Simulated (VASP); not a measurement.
A run of VASP 6.6.1:

File INCAR:

```
PREC = Accurate
ENCUT = 520
EDIFF = 1E-6
ISMEAR = 0
SIGMA = 0.15
LREAL = F
LASPH = T
NELM = 100
ALGO = Normal
ISIF = 2
LWAVE = F
LCHARG = F
GGA = PS
NBANDS = 11
```

KPOINTS

```
Automatic mesh
0
Gamma
  22 22 22
```

POSCAR

```
Pt
1.0
    0.0000000000      1.8665426505      1.8665426505
    1.8665426505      0.0000000000      1.8665426505
    1.8665426505      1.8665426505      0.0000000000
Pt
1
Direct
    0.0000000000      0.0000000000      0.0000000000
```

Potentials or basis: VASP PAW PBE potentials, release 64 (Pt).

Command:

```bash
$ cat potpaw_PBE.64/Pt/POTCAR > POTCAR
$ mpirun -np 1 vasp_std > vasp.out
```

Hardware: 1 thread of Intel Xeon 8259CL (shared host).

Question: Estimate the wall time of this run.

Answer: It took 45 s on 1 thread of Intel Xeon 8259CL (shared host), peak memory 0.16 GiB. Counts: scf iterations 11, k points 328.
